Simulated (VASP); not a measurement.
A run of VASP 6.6.1 is set up as follows.

Contents of INCAR:

```
PREC = Accurate
ENCUT = 520
EDIFF = 1E-6
ISMEAR = 0
SIGMA = 0.02
LREAL = False
LASPH = True
NELM = 60
ALGO = Normal
ISIF = 2
LWAVE = False
LCHARG = True
GGA = PE
LELF = True
LVHAR = True
NBANDS = 11
```

File KPOINTS:

```
Automatic mesh
0
Gamma
  10 10 6
```

The input POSCAR:

```
MgO
1.0
    2.8288799266      0.0000000000      0.0000000000
    0.0000000000      2.8288799266      0.0000000000
    0.0000000000      0.0000000000      5.0728982557
Mg O
1 1
Direct
    0.0000000000      0.0000000000      0.0000000000
    0.5000000000      0.5000000000      0.0000000000
```

Potentials or basis: VASP PAW PBE potentials, release 64 (Mg, O).

The run is started by

```bash
$ cat potpaw_PBE.64/Mg/POTCAR potpaw_PBE.64/O/POTCAR > POTCAR
$ mpirun -np 1 vasp_std > vasp.out
```

Estimate the pressure.

-0.2 GPa.

Predict the band gap on the k mesh.

2.26 eV, indirect (least direct gap 2.51 eV).

Stress tensor (GPa, compression positive):
```
-0.27  0.00  0.00
 0.00 -0.27  0.00
 0.00  0.00 -0.05
```

A k mesh can miss the band edges.
